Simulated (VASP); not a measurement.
# PbSe (Pm-3m) in VASP: settings compared, part 2 of 2

VASP 6.6.1. The steps go on from the part before.

## (3) Single point, r2SCAN

The input, POSCAR:

```
PbSe
1.0
    3.7843220000      0.0000000000      0.0000000000
    0.0000000000      3.7843220000      0.0000000000
    0.0000000000      0.0000000000      3.7843220000
Pb Se
1 1
Direct
    0.0000000000      0.0000000000      0.0000000000
    0.5000000000      0.5000000000      0.5000000000
```

The input, INCAR.step1:

```
  ALGO = Normal
  EDIFF = 1E-5
  ENCUT = 550
  GGA = PE
  GGA_COMPAT = F
  ISMEAR = -1
  LASPH = T
  LCHARG = F
  LREAL = F
  LWAVE = T
  NBANDS = 17
  NELM = 120
  PREC = Accurate
  SIGMA = 0.1
```

The input, INCAR.step2:

```
  ALGO = Normal
  EDIFF = 1E-6
  ENCUT = 550
  GGA_COMPAT = F
  ISIF = 2
  ISMEAR = -1
  ISTART = 1
  LASPH = T
  LCHARG = F
  LMIXTAU = T
  LREAL = F
  LWAVE = F
  METAGGA = R2SCAN
  NBANDS = 17
  NELM = 120
  PREC = Accurate
  SIGMA = 0.1
```

The input, KPOINTS:

```
k-points
0
Gamma
  4 4 4
```

Potentials or basis: VASP PAW PBE potentials, release 64 (Pb_d, Se).

Started as:

```sh
cat potpaw_PBE.64/Pb_d/POTCAR potpaw_PBE.64/Se/POTCAR > POTCAR
cp INCAR.step1 INCAR
mpirun -np 1 vasp_std > vasp.out
cp INCAR.step2 INCAR
mpirun -np 1 vasp_std > vasp.out
```

OUTCAR:

```text
EDIFF = 1E-6
   ENCUT = 550
   ISIF = 2
   ISMEAR = -1
   ISTART = 1
   LASPH = T
   LREAL = F
   METAGGA = R2SCAN
   NELM = 120
   PREC = Accurate

 ion  position               nearest neighbor table
   1  0.000  0.000  0.000-   2 3.28   2 3.28   2 3.28   2 3.28   2 3.28   2 3.28   2 3.28   2 3.28

   2  0.500  0.500  0.500-   1 3.28   1 3.28   1 3.28   1 3.28   1 3.28   1 3.28   1 3.28   1 3.28

  LATTYP: Found a simple cubic cell.
 ALAT       =     3.7843220000

  Lattice vectors:

 A1 = (   3.7843220000,   0.0000000000,   0.0000000000)
 A2 = (   0.0000000000,   3.7843220000,   0.0000000000)
 A3 = (   0.0000000000,   0.0000000000,   3.7843220000)

Analysis of symmetry for initial positions (statically):
=====================================================================
 Subroutine PRICEL returns:
 Original cell was already a primitive cell.

 Routine SETGRP: Setting up the symmetry group for a
 simple cubic supercell.

 Subroutine GETGRP returns: Found 48 space group operations
 (whereof 48 operations were pure point group operations)
 out of a pool of 48 trial point group operations.

The static configuration has the point symmetry O_h .

Analysis of symmetry for dynamics (positions and initial velocities):
=====================================================================
 Subroutine PRICEL returns:
 Original cell was already a primitive cell.

 Routine SETGRP: Setting up the symmetry group for a
 simple cubic supercell.

 Subroutine GETGRP returns: Found 48 space group operations
 (whereof 48 operations were pure point group operations)
 out of a pool of 48 trial point group operations.

The dynamic configuration has the point symmetry O_h .

 Subroutine INISYM returns: Found 48 space group operations
 (whereof 48 operations are pure point group operations),
 and found     1 'primitive' translations

[... 95 lines left out ...]
   EFERMI_NEDOS =   21; number of points for ismear=-14 and -15
   IALGO  =     38    algorithm
   IMIX   =      4    mixing-type and parameters
     AMIX     =   0.40;   BMIX     =  1.00
     AMIX_MAG =   1.60;   BMIX_MAG =  1.00
  volume/ion in A,a.u.               =      27.10       182.87
  Fermi-wavevector in a.u.,A,eV,Ry     =   1.174258  2.219025 18.760817  1.378881
  Thomas-Fermi vector in A             =   2.310658
   LORBIT       =      0    0 simple, 1 ext, 2 COOP (PROOUT), +10 PAW based schemes
   METAGGA = R2SCAN    functional components
   LHFCALC =     F    Hartree Fock is set to
   AEXX    =    0.0000 exact exchange contribution
   IVDW    =     0    specifies the selected vdW correction
   LEPSILON=     F    determine dielectric tensor
   LRPA    =     F    only Hartree local field effects (RPA)
 non-spin polarized calculation
  energy-cutoff  :      550.00
  volume of cell :       54.20
 maximum number of plane-waves:      1622
 NGX is ok and might be reduce to    30
   NGX = 15   NGY = 15   NGZ = 15

 number of electron      20.0000001 magnetization

 Free energy of the ion-electron system (eV)
  ---------------------------------------------------
  ext. energy  EPLUGINS =         0.00000000
  ---------------------------------------------------
  free energy    TOTEN  =       -71.34373577 eV

  energy without entropy =      -71.31511040  energy(sigma->0) =      -71.32942309

 E-fermi :   5.2008     XC(G=0): -10.4482

 val. band max:        5.1383509800   @ k =   0.5000   0.5000   0.0000
 cond. band min:       5.6288373257   @ k =   0.5000   0.0000   0.0000
 fundamental gap:      0.4904863457
 Fermi energy:         5.2007755251

 k-point     1 :       0.0000    0.0000    0.0000
  band No.  band energies     occupation
      1     -12.4567      2.00000
      2     -12.4567      2.00000
      3     -12.3041      2.00000
      4     -12.3041      2.00000
      5     -12.3041      2.00000
      6      -8.4865      2.00000
[... 177 lines left out ...]
      4     -12.2680      2.00000
      5     -12.2680      2.00000
      6      -6.4755      2.00000
[... 9 lines left out ...]
     16      20.0294      0.00000
     17      23.1785      0.00000

------------------------ aborting loop because EDIFF is reached ----------------------------------------

  FORCE on cell =-STRESS in cart. coord.  units (eV):
  Direction    XX          YY          ZZ          XY          YZ          ZX
  --------------------------------------------------------------------------------------
  -------------------------------------------------------------------------------------
  Total       -0.1630170     -0.1630170     -0.1630170      0.0000000      0.0000000     -0.0000000
  in kB       -4.8192487     -4.8192487     -4.8192487      0.0000000      0.0000000     -0.0000000
  external PRESSURE =      -4.8192487 kB  Pullay stress =       0.0000000 kB

 VOLUME and BASIS-vectors are now :
 -----------------------------------------------------------------------------
  energy-cutoff  :      550.00
  volume of cell :       54.20
      direct lattice vectors                 reciprocal lattice vectors
     3.784322000  0.000000000  0.000000000     0.264248127  0.000000000  0.000000000
     0.000000000  3.784322000  0.000000000     0.000000000  0.264248127  0.000000000
     0.000000000  0.000000000  3.784322000     0.000000000  0.000000000  0.264248127

 POSITION                                       TOTAL-FORCE (eV/Angst)
 -----------------------------------------------------------------------------------
      0.00000      0.00000      0.00000         0.000000      0.000000      0.000000
      1.89216      1.89216      1.89216         0.000000      0.000000      0.000000
 -----------------------------------------------------------------------------------
    total drift:                               -0.000000     -0.000000     -0.000000

  FREE ENERGIE OF THE ION-ELECTRON SYSTEM (eV)
  ---------------------------------------------------
  free  energy   TOTEN  =       -71.3437357699 eV

  energy  without entropy=      -71.3151104012  energy(sigma->0) =      -71.32942309
```

OSZICAR.step1:

```text
N       E                     dE             d eps       ncg     rms          rms(c)
DAV:   1     0.161269866210E+03    0.16127E+03   -0.99829E+03   340   0.129E+03
DAV:   2     0.390747620550E+01   -0.15736E+03   -0.15231E+03   348   0.318E+02
DAV:   3    -0.782941590388E+01   -0.11737E+02   -0.11604E+02   434   0.913E+01
DAV:   4    -0.809264573900E+01   -0.26323E+00   -0.26303E+00   413   0.148E+01
DAV:   5    -0.810148417139E+01   -0.88384E-02   -0.88381E-02   485   0.276E+00    0.290E+00
DAV:   6    -0.765077122634E+01    0.45071E+00   -0.10607E+00   498   0.707E+00    0.149E+00
DAV:   7    -0.764687824177E+01    0.38930E-02   -0.91220E-02   406   0.151E+00    0.911E-01
DAV:   8    -0.764641064984E+01    0.46759E-03   -0.12165E-02   397   0.121E+00    0.223E-01
DAV:   9    -0.764585240800E+01    0.55824E-03   -0.24693E-03   469   0.446E-01    0.572E-02
DAV:  10    -0.764589347671E+01   -0.41069E-04   -0.15757E-04   376   0.732E-02    0.178E-02
DAV:  11    -0.764589740253E+01   -0.39258E-05   -0.16272E-05   333   0.393E-02
   1 F= -.76458974E+01 E0= -.76267774E+01  d E =-.382400E-01
```

It took 55 s on 1 thread of AMD EPYC 7R13, shared host; peak memory 0.14 GiB.

What came out:

| Property | Result |
| --- | --- |
| Free energy | -71.3437 eV |
| Pressure | -0.5 GPa |
| Band gap on the k mesh | zero (band 10 reaches 5.14 eV, above the bottom of band 11 at 4.79 eV) |

Levels at points of the mesh, in eV from the Fermi level:
```tsv
k point	band 7	band 8	band 9	band 10	band 11	band 12	band 13	band 14
(0.00, 0.00, 0.00)	-7.20	-1.57	-1.57	-1.57	5.65	5.65	6.39	6.39
(0.50, 0.00, 0.00)	-9.23	-0.33	-0.33	-0.30	0.43	3.62	3.62	7.08
(0.50, 0.50, 0.00)	-7.71	-4.43	-4.43	-0.06	4.43	4.43	5.23	7.44
(0.50, 0.50, 0.50)	-6.66	-2.42	-2.42	-2.42	-0.41	-0.41	-0.41	14.83
```

Caveat: the k points lie up to 0.42 Å⁻¹ apart; the PAW data sets were made with another functional, which shifts forces and pressure a little; spin-orbit coupling is left out, which moves the levels of the heavy elements.
